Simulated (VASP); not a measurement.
Set up this calculation in VASP 6.6.1, as the native input.

* Task: single point
* Functional: PBEsol
* Dispersion: D3(BJ)
* Potentials or basis: VASP PAW PBE potentials, release 64 (P)
* Cutoff: 520 eV
* k mesh: 16 × 16 × 16
* Occupations: gaussian, width 0.1 eV
* Spin: no spin polarisation
* Dipole correction: no
* Further INCAR settings: ALGO = Normal; EDIFF = 1e-06; NBANDS = 12

The structure of P lies in POSCAR:

```
P
1.0
    1.6490623228      0.9520865760      2.6929074966
   -1.6490623228      0.9520865760      2.6929074966
    0.0000000000     -1.9041731520      2.6929074966
P
2
Direct
    0.2500000000      0.2500000000      0.2500000000
    0.7500000000      0.7500000000      0.7500000000
```

These files were run (other wordings do the same):

INCAR

```
SYSTEM = P
  PREC = Accurate
  ENCUT = 520
  EDIFF = 1E-6
  ISMEAR = 0
  SIGMA = 0.1
  LREAL = .FALSE.
  LASPH = .TRUE.
  NELM = 100
  ALGO = Normal
  ISIF = 2
  LWAVE = .FALSE.
  LCHARG = .FALSE.
  GGA = PS
  IVDW = 12
  NBANDS = 12
```

KPOINTS

```
Automatic mesh
0
G
  16 16 16
  0 0 0
```

Potentials or basis: VASP PAW PBE potentials, release 64 (P).

Run with:

```sh
$ cat potpaw_PBE.64/P/POTCAR > POTCAR
$ mpirun -np 1 vasp_std > vasp.out
```

It gave:

* Pressure: 12.6 GPa
* Band gap on the k mesh: zero (band 5 reaches 13.32 eV, above the bottom of band 6 at 10.05 eV)
* Dispersion energy per atom: -0.448 eV

Caveat: the PAW data sets were made with another functional, which shifts forces and pressure a little; pairwise dispersion overbinds metals, which lowers pressure and volume.

It took 16 s on 1 thread of Intel(R) Xeon(R) 6975P-C (Granite Rapids), with other jobs on the host, peak memory 0.18 GiB.
